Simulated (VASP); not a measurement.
# TaSi2 (P6_222) in VASP: settings compared

Aim: see how the results for TaSi2 move with the level of theory and the settings. Levels: r2SCAN, PBE, PBEsol. Tasks: relaxation of cell and atoms.

Everything below comes from runs of VASP 6.6.1. Logs are shortened: lines on timing, memory, paths and dates and some standing lists are left out, and cuts for length are marked.

## (1) The cell of the first run

The structure is hexagonal, space group P6_222 (No. 180). Conventional cell: a = 4.780 Å, b = 4.780 Å, c = 6.564 Å, α = 90.00°, β = 90.00°, γ = 120.00°. Within 3.4 Å of Ta (site symmetry 222) lie 10 Si at 2.59 to 2.76 Å and 4 Ta at 3.24 Å. Within 3.4 Å of Si (site symmetry 2) lie 9 Si at 2.59 to 3.24 Å and 5 Ta at 2.59 to 2.76 Å.

## (2) Relaxation of cell and atoms, r2SCAN

File POSCAR:

```
TaSi2
1.0
    4.7800000000      0.0000000000      0.0000000000
   -2.3900000000      4.1396014300      0.0000000000
    0.0000000000      0.0000000000      6.5640000000
Ta Si
3 6
Direct
    0.5000000000      0.0000000000      0.5000000000
    0.5000000000      0.5000000000      0.8333333300
    0.0000000000      0.5000000000      0.1666666700
    0.1666500000      0.3333000000      0.5000000000
    0.8333500000      0.1666500000      0.8333333300
    0.6667000000      0.8333500000      0.1666666700
    0.8333500000      0.6667000000      0.5000000000
    0.1666500000      0.8333500000      0.8333333300
    0.3333000000      0.1666500000      0.1666666700
```

File INCAR.step1:

```
SYSTEM = TaSi2
  PREC = Accurate
  ENCUT = 600
  ISMEAR = -1
  SIGMA = 0.1
  LREAL = .False.
  LASPH = .True.
  NELM = 60
  GGA = PE
  ALGO = Normal
  EDIFF = 1E-4
  LWAVE = .True.
  LCHARG = .False.
```

File INCAR.step2:

```
SYSTEM = TaSi2
  PREC = Accurate
  ENCUT = 600
  EDIFF = 1E-6
  ISMEAR = -1
  SIGMA = 0.1
  LREAL = .False.
  LASPH = .True.
  NELM = 60
  ALGO = Normal
  ISIF = 3
  LWAVE = .False.
  LCHARG = .False.
  METAGGA = R2SCAN
  LMIXTAU = .True.
  IBRION = 2
  NSW = 80
  EDIFFG = -0.01
  ISTART = 1
```

File KPOINTS:

```
regular mesh
0
Gamma
  8 8 5
  0 0 0
```

Potentials or basis: VASP PAW PBE potentials, release 64 (Ta_pv, Si).

Launch:

```
cat potpaw_PBE.64/Ta_pv/POTCAR potpaw_PBE.64/Si/POTCAR > POTCAR
cp INCAR.step1 INCAR
mpirun -np 1 vasp_std > vasp.out
cp INCAR.step2 INCAR
mpirun -np 1 vasp_std > vasp.out
```

OUTCAR:

```text
SYSTEM = TaSi2
   PREC = Accurate
   ENCUT = 600
   EDIFF = 1E-6
   ISMEAR = -1
   LREAL = .False.
   LASPH = .True.
   NELM = 60
   ISIF = 3
   METAGGA = R2SCAN
   IBRION = 2
   NSW = 80
   EDIFFG = -0.01
   ISTART = 1

 ion  position               nearest neighbor table
   1  0.500  0.000  0.500-   6 2.59   9 2.59   8 2.59   5 2.59   4 2.76   7 2.76   7 2.76   4 2.76
                             4 2.76   7 2.76   2 3.24   2 3.24   3 3.24   3 3.24
   2  0.500  0.500  0.833-   4 2.59   7 2.59   6 2.59   9 2.59   5 2.76   8 2.76   8 2.76   5 2.76
                             8 2.76   5 2.76   1 3.24   1 3.24   3 3.24   3 3.24
   3  0.000  0.500  0.167-   4 2.59   7 2.59   5 2.59   8 2.59   9 2.76   6 2.76   9 2.76   6 2.76
                             6 2.76   9 2.76   1 3.24   1 3.24   2 3.24   2 3.24
   4  0.167  0.333  0.500-   5 2.59   9 2.59   3 2.59   2 2.59   7 2.76   1 2.76   1 2.76   1 2.76
                             7 2.76   7 2.76
   5  0.833  0.167  0.833-   4 2.59   6 2.59   1 2.59   3 2.59   8 2.76   2 2.76   2 2.76   2 2.76
                             8 2.76   8 2.76
   6  0.667  0.833  0.167-   7 2.59   5 2.59   1 2.59   2 2.59   9 2.76   3 2.76   3 2.76   3 2.76
                             9 2.76   9 2.76
   7  0.833  0.667  0.500-   8 2.59   6 2.59   3 2.59   2 2.59   4 2.76   1 2.76   1 2.76   1 2.76
                             4 2.76   4 2.76
   8  0.167  0.833  0.833-   7 2.59   9 2.59   1 2.59   3 2.59   5 2.76   2 2.76   2 2.76   2 2.76
                             5 2.76   5 2.76
   9  0.333  0.167  0.167-   4 2.59   8 2.59   1 2.59   2 2.59   6 2.76   3 2.76   3 2.76   3 2.76
                             6 2.76   6 2.76

  LATTYP: Found a hexagonal cell.
 ALAT       =     4.7800000000
 C/A-ratio  =     1.3732217573

  Lattice vectors:

 A1 = (   4.7800000000,   0.0000000000,   0.0000000000)
 A2 = (  -2.3900000000,   4.1396014300,   0.0000000000)
 A3 = (   0.0000000000,   0.0000000000,   6.5640000000)

Analysis of symmetry for initial positions (statically):
=====================================================================
 Subroutine PRICEL returns:
 Original cell was already a primitive cell.

 Routine SETGRP: Setting up the symmetry group for a
 hexagonal supercell.

 Subroutine GETGRP returns: Found 12 space group operations
 (whereof  4 operations were pure point group operations)
 out of a pool of 24 trial point group operations.

The static configuration has the point symmetry D_2 .
 The point group associated with its full space group is D_6 .

Analysis of symmetry for dynamics (positions and initial velocities):
=====================================================================
 Subroutine PRICEL returns:
 Original cell was already a primitive cell.

[... 135 lines left out ...]
   EMIN   =  10.00;   EMAX   =-10.00  energy-range for DOS
   EFERMI =   0.00;   METHOD = LEGACY
   ISMEAR =    -1;   SIGMA  =   0.10  broadening in eV -4-tet -1-fermi 0-gaus
   EFERMI_NEDOS =   21; number of points for ismear=-14 and -15
   IALGO  =     38    algorithm
   IMIX   =      4    mixing-type and parameters
     AMIX     =   0.40;   BMIX     =  1.00
     AMIX_MAG =   1.60;   BMIX_MAG =  1.00
  volume/ion in A,a.u.               =      14.43        97.39
  Fermi-wavevector in a.u.,A,eV,Ry     =   1.244079  2.350969 21.058195  1.547734
  Thomas-Fermi vector in A             =   2.378362
   LORBIT       =      0    0 simple, 1 ext, 2 COOP (PROOUT), +10 PAW based schemes
   METAGGA = R2SCAN    functional components
   LHFCALC =     F    Hartree Fock is set to
   AEXX    =    0.0000 exact exchange contribution
   IVDW    =     0    specifies the selected vdW correction
   LEPSILON=     F    determine dielectric tensor
   LRPA    =     F    only Hartree local field effects (RPA)
 conjugate gradient relaxation of ions
 non-spin polarized calculation
  energy-cutoff  :      600.00
  volume of cell :      129.88
 maximum number of plane-waves:      4370
 NGX is ok and might be reduce to    40
   NGX = 19   NGY = 19   NGZ = 27

--------------------------------------- Ionic step        1  -------------------------------------------

 number of electron      56.9999997 magnetization

 Free energy of the ion-electron system (eV)
  ---------------------------------------------------
  ext. energy  EPLUGINS =         0.00000000
  ---------------------------------------------------
  free energy    TOTEN  =      -202.30504446 eV

  energy without entropy =     -202.20265688  energy(sigma->0) =     -202.25385067

------------------------ aborting loop because EDIFF is reached ----------------------------------------

  FORCE on cell =-STRESS in cart. coord.  units (eV):
  Direction    XX          YY          ZZ          XY          YZ          ZX
  --------------------------------------------------------------------------------------
  -------------------------------------------------------------------------------------
  Total       -0.0096288     -0.0096288      1.2430207      0.0000000      0.0000000      0.0000000
  in kB       -0.1187754     -0.1187754     15.3332405      0.0000000      0.0000000      0.0000000
  external PRESSURE =       5.0318966 kB  Pullay stress =       0.0000000 kB
[... 245 lines left out ...]
--------------------------------------- Ionic step        7  -------------------------------------------

 number of electron      56.9999997 magnetization

 Free energy of the ion-electron system (eV)
  ---------------------------------------------------
  ext. energy  EPLUGINS =         0.00000000
  ---------------------------------------------------
  free energy    TOTEN  =      -202.48274942 eV

  energy without entropy =     -202.40008679  energy(sigma->0) =     -202.44141810

 E-fermi :   9.3707     XC(G=0): -12.9971

 val. band max:        9.3446235137   @ k =   0.3750   0.1250   0.2000
 cond. band min:       9.4750678653   @ k =   0.3750   0.1250   0.0000
 fundamental gap:      0.1304443516
 Fermi energy:         9.3706883253

 k-point     1 :       0.0000    0.0000    0.0000
  band No.  band energies     occupation
      1     -26.2330      2.00000
      2     -26.2329      2.00000
      3     -26.2329      2.00000
      4     -26.1634      2.00000
      5     -26.1634      2.00000
      6     -26.0583      2.00000
[... 877 lines left out ...]
     33      11.7837      0.00000
     34      12.3722      0.00000

 [... further k-points ...]

------------------------ aborting loop because EDIFF is reached ----------------------------------------

  FORCE on cell =-STRESS in cart. coord.  units (eV):
  Direction    XX          YY          ZZ          XY          YZ          ZX
  --------------------------------------------------------------------------------------
  -------------------------------------------------------------------------------------
  Total       -0.0129270     -0.0129270     -0.0276863      0.0000000      0.0000000      0.0000000
  in kB       -0.1594435     -0.1594435     -0.3414859      0.0000000      0.0000000      0.0000000
  external PRESSURE =      -0.2201243 kB  Pullay stress =       0.0000000 kB
[... 24 lines left out ...]
  FREE ENERGIE OF THE ION-ELECTRON SYSTEM (eV)
  ---------------------------------------------------
  free  energy   TOTEN  =      -202.4827494174 eV

  energy  without entropy=     -202.4000867890  energy(sigma->0) =     -202.44141810

 reached required accuracy - stopping structural energy minimisation
```

OUTCAR.step1:

```text
SYSTEM = TaSi2
   PREC = Accurate
   ENCUT = 600
   ISMEAR = -1
   LREAL = .False.
   LASPH = .True.
[... 1148 lines left out ...]
      2.39000      2.75987      3.28200        -0.000000      0.783305     -0.000000
     -1.19512      3.44974      5.47000        -0.678362      0.391652     -0.000000
      1.19488      0.68986      1.09400        -0.678362     -0.391652      0.000000
 -----------------------------------------------------------------------------------
    total drift:                                0.000000     -0.000000      0.000009

  FREE ENERGIE OF THE ION-ELECTRON SYSTEM (eV)
  ---------------------------------------------------
  free  energy   TOTEN  =       -72.1501527008 eV

  energy  without entropy=      -72.0415784298  energy(sigma->0) =      -72.09586557
```

Wall time 78 min (1 thread of Oxide Virtual Turin-like, shared host); peak memory 0.37 GiB.

What came out:

```
Free energy                           : -202.4827 eV
Relaxed volume                        : 14.43 Å³/atom
Relaxed cell                          : a = 4.782 Å, b = 4.782 Å, c = 6.559 Å, α = 90.00°, β = 90.00°, γ = 120.00°
Space group after relaxing (to 0.1 Å) : P6_222 (No. 180)
Energy gained by relaxing             : 19.7 meV/atom
Ionic steps                           : 7
Pressure after relaxing               : 0.0 GPa
Band gap on the k mesh                : zero (an odd number of electrons rules out a gap without spin polarisation)
```

The path:
```
step  energy change (eV)  largest force (eV/Å)  pressure (GPa)  volume (Å³)
   1              0.0000                0.8415            0.50       129.88
   2             -0.1407                0.3361           -1.40       130.74
   3             -0.1550                0.1047           -2.06       131.10
   4             -0.1430                0.1691            3.74       127.64
   5             -0.1759                0.0105            0.42       129.54
   6             -0.1771                0.0045           -0.27       130.10
   7             -0.1777                0.0010           -0.02       129.90
```

Final structure:
```cif
data_structure
_symmetry_space_group_name_H-M 'P 1'
_symmetry_Int_Tables_number 1
_cell_length_a 4.7823
_cell_length_b 4.7823
_cell_length_c 6.5586
_cell_angle_alpha 90.000
_cell_angle_beta 90.000
_cell_angle_gamma 120.000
_cell_volume 129.90
loop_
_atom_site_label
_atom_site_type_symbol
_atom_site_fract_x
_atom_site_fract_y
_atom_site_fract_z
_atom_site_occupancy
Ta1 Ta 0.50000 0.00000 0.50000 1
Ta2 Ta 0.50000 0.50000 0.83333 1
Ta3 Ta 0.00000 0.50000 0.16667 1
Si1 Si 0.15840 0.31679 0.50000 1
Si2 Si 0.84160 0.15840 0.83333 1
Si3 Si 0.68321 0.84160 0.16667 1
Si4 Si 0.84160 0.68321 0.50000 1
Si5 Si 0.15840 0.84160 0.83333 1
Si6 Si 0.31679 0.15840 0.16667 1
```

Caveat: the PAW data sets were made with another functional, which shifts forces and pressure a little; spin-orbit coupling is left out, which moves the levels of the heavy elements.

## (3) Relaxation of cell and atoms, PBE

File INCAR:

```
  PREC = Accurate
  ENCUT = 600
  EDIFF = 1E-6
  ISMEAR = -1
  SIGMA = 0.1
  LREAL = F
  LASPH = T
  NELM = 60
  ALGO = Normal
  ISIF = 3
  LWAVE = F
  LCHARG = F
  GGA = PE
  IBRION = 2
  NSW = 80
  EDIFFG = -0.01
```

File KPOINTS:

```
Automatic mesh
0
Gamma
  8 8 5
```

POSCAR is that of step 2.

Potentials or basis: VASP PAW PBE potentials, release 64 (Ta_pv, Si).

Launch:

```
cat potpaw_PBE.64/Ta_pv/POTCAR potpaw_PBE.64/Si/POTCAR > POTCAR
mpirun -np 1 vasp_std > vasp.out
```

Wall time 16 min (1 thread of Oxide Virtual Turin-like, shared host); peak memory 0.34 GiB.

It converged, with:

| Property | Result |
| --- | --- |
| Free energy | -72.3229 eV |
| Relaxed volume | 14.67 Å³/atom |
| Relaxed cell | a = 4.807 Å, b = 4.807 Å, c = 6.599 Å, α = 90.00°, β = 90.00°, γ = 120.00° |
| Space group after relaxing (to 0.1 Å) | P6_222 (No. 180) |
| Energy gained by relaxing | 19.2 meV/atom |
| Ionic steps | 7 |
| Pressure after relaxing | 0.0 GPa |
| Band gap on the k mesh | zero (an odd number of electrons rules out a gap without spin polarisation) |

The path:
| step | energy change (eV) | largest force (eV/Å) | pressure (GPa) | volume (Å³) |
| --- | --- | --- | --- | --- |
| 1 | 0.0000 | 0.7848 | 3.71 | 129.88 |
| 2 | -0.0672 | 0.2546 | -5.57 | 136.27 |
| 3 | -0.1031 | 0.4435 | -2.36 | 133.84 |
| 4 | -0.1705 | 0.0663 | -0.30 | 132.21 |
| 5 | -0.1720 | 0.0048 | 0.09 | 131.93 |
| 6 | -0.1726 | 0.0027 | 0.01 | 132.06 |
| 7 | -0.1728 | 0.0005 | 0.04 | 132.03 |

Final structure:
```xyz
9
Lattice="4.8066 0.0000 0.0000 -2.4033 4.1626 0.0000 0.0000 0.0000 6.5986" Properties=species:S:1:pos:R:3 pbc="T T T"
Ta    2.4033    0.0000    3.2993
Ta    1.2017    2.0813    5.4989
Ta   -1.2017    2.0813    1.0998
Si    0.0000    1.3246    3.2993
Si    3.6595    0.6623    5.4989
Si    1.2562    3.5003    1.0998
Si    2.4033    2.8380    3.2993
Si   -1.2562    3.5003    5.4989
Si    1.1471    0.6623    1.0998
```

Levels at points of the mesh, in eV from the Fermi level:
```csv
k point,band 25,band 26,band 27,band 28,band 29,band 30,band 31,band 32,band 33,band 34
"(0.00, 0.00, 0.00)",-2.47,-2.43,-2.16,-2.16,-1.49,0.74,2.95,2.95,3.34,3.52
"(0.50, 0.00, 0.00)",-2.03,-1.06,-0.72,-0.07,-0.04,0.87,1.16,1.54,1.93,2.27
```

Caveat: spin-orbit coupling is left out, which moves the levels of the heavy elements. PBE usually gives volumes a little too large and moduli too small.

## (4) Relaxation of cell and atoms, PBEsol

File INCAR:

```
SYSTEM = TaSi2
ALGO     = Normal         ! electronic algorithm
EDIFF    = 1E-6           ! SCF threshold, eV
EDIFFG   = -0.01          ! ionic threshold
ENCUT    = 600            ! plane-wave cutoff, eV
GGA      = PS             ! functional
IBRION   = 2              ! ionic algorithm
ISIF     = 3              ! what is computed and relaxed
ISMEAR   = -1             ! smearing method
LASPH    = .TRUE.         ! aspherical terms in the spheres
LCHARG   = .FALSE.        ! write CHGCAR
LREAL    = .FALSE.        ! projectors in reciprocal space
LWAVE    = .FALSE.        ! write WAVECAR
NELM     = 60             ! most SCF steps
NSW      = 80             ! ionic steps
PREC     = Accurate       ! precision mode
SIGMA    = 0.1            ! smearing width, eV
```

File KPOINTS:

```
k-points
0
G
  8 8 5
  0 0 0
```

POSCAR is that of step 3.

Launch:

```
cat potpaw_PBE.64/Ta_pv/POTCAR potpaw_PBE.64/Si/POTCAR > POTCAR
mpirun -np 1 vasp_std > vasp.out
```

Run time: 18 min. Hardware: 1 thread of Oxide Virtual Turin-like, shared host; peak memory 0.34 GiB.

The run converged. Its results:

| Quantity | Value |
| --- | --- |
| Free energy | -77.4131 eV |
| Relaxed volume | 14.32 Å³/atom |
| Relaxed cell | a = 4.764 Å, b = 4.764 Å, c = 6.560 Å, α = 90.00°, β = 90.00°, γ = 120.00° |
| Space group after relaxing (to 0.1 Å) | P6_222 (No. 180) |
| Energy gained by relaxing | 15.9 meV/atom |
| Ionic steps | 7 |
| Pressure after relaxing | 0.0 GPa |
| Largest force after relaxing | 0.005 eV/Å |
| Band gap on the k mesh | zero (an odd number of electrons rules out a gap without spin polarisation) |

Forces in eV/Å, atoms in the order of the input:
```
Ta   0.000  0.000  0.000
Ta   0.000  0.000  0.000
Ta   0.000  0.000  0.000
Si   0.000  0.005  0.000
Si  -0.004  0.002  0.000
Si  -0.004 -0.002  0.000
Si   0.000 -0.005  0.000
Si   0.004 -0.002  0.000
Si   0.004  0.002  0.000
```

Stress tensor (GPa, compression positive):
```
 0.04  0.00  0.00
 0.00  0.04  0.00
 0.00  0.00 -0.05
```

Step by step:
| step | energy change (eV) | largest force (eV/Å) | pressure (GPa) | volume (Å³) |
| --- | --- | --- | --- | --- |
| 1 | 0.0000 | 0.7457 | -0.87 | 129.88 |
| 2 | -0.1175 | 0.3037 | 0.72 | 128.41 |
| 3 | -0.1262 | 0.1264 | 1.41 | 127.90 |
| 4 | -0.1368 | 0.0764 | -1.54 | 129.97 |
| 5 | -0.1419 | 0.0038 | -0.50 | 129.21 |
| 6 | -0.1415 | 0.0059 | 0.61 | 128.58 |
| 7 | -0.1431 | 0.0048 | 0.01 | 128.92 |

Final structure:
```cif
data_structure
_symmetry_space_group_name_H-M 'P 1'
_symmetry_Int_Tables_number 1
_cell_length_a 4.7636
_cell_length_b 4.7636
_cell_length_c 6.5602
_cell_angle_alpha 90.000
_cell_angle_beta 90.000
_cell_angle_gamma 120.000
_cell_volume 128.92
loop_
_atom_site_label
_atom_site_type_symbol
_atom_site_fract_x
_atom_site_fract_y
_atom_site_fract_z
_atom_site_occupancy
Ta1 Ta 0.50000 0.00000 0.50000 1
Ta2 Ta 0.50000 0.50000 0.83333 1
Ta3 Ta 0.00000 0.50000 0.16667 1
Si1 Si 0.15939 0.31878 0.50000 1
Si2 Si 0.84061 0.15939 0.83333 1
Si3 Si 0.68122 0.84061 0.16667 1
Si4 Si 0.84061 0.68122 0.50000 1
Si5 Si 0.15939 0.84061 0.83333 1
Si6 Si 0.31878 0.15939 0.16667 1
```

Levels at points of the mesh, in eV from the Fermi level:
| k point | band 27 | band 28 | band 29 | band 30 | band 31 | band 32 |
| --- | --- | --- | --- | --- | --- | --- |
| (0.00, 0.00, 0.00) | -2.21 | -2.21 | -1.47 | 0.70 | 3.02 | 3.02 |
| (0.50, 0.00, 0.00) | -0.77 | -0.10 | -0.01 | 0.87 | 1.23 | 1.62 |

Caveat: the PAW data sets were made with another functional, which shifts forces and pressure a little; spin-orbit coupling is left out, which moves the levels of the heavy elements.

## (5) Summary

| level | gap on the mesh (eV) | pressure (GPa) | relaxed volume (Å³/atom) |
| --- | --- | --- | --- |
| r2SCAN | none | 0.0 | 14.43 |
| PBE | none | 0.0 | 14.67 |
| PBEsol | none | 0.0 | 14.32 |

Alike in all rows: task relaxation of cell and atoms; potentials or basis VASP PAW PBE potentials, release 64 (Ta_pv, Si); no spin polarisation; cell relaxed; k mesh 8 × 8 × 5; cutoff (eV) 600; smearing fermi-dirac 0.1 eV.

Caveats: spin-orbit coupling is left out, which moves the levels of the heavy elements; the PAW data sets were made with another functional, which shifts forces and pressure a little (at least some runs).

Total energies depend on the potentials used, so only differences within one code and one set of settings carry meaning.

The gap in the log of VASP goes by the Fermi energy; the results here count the filled bands.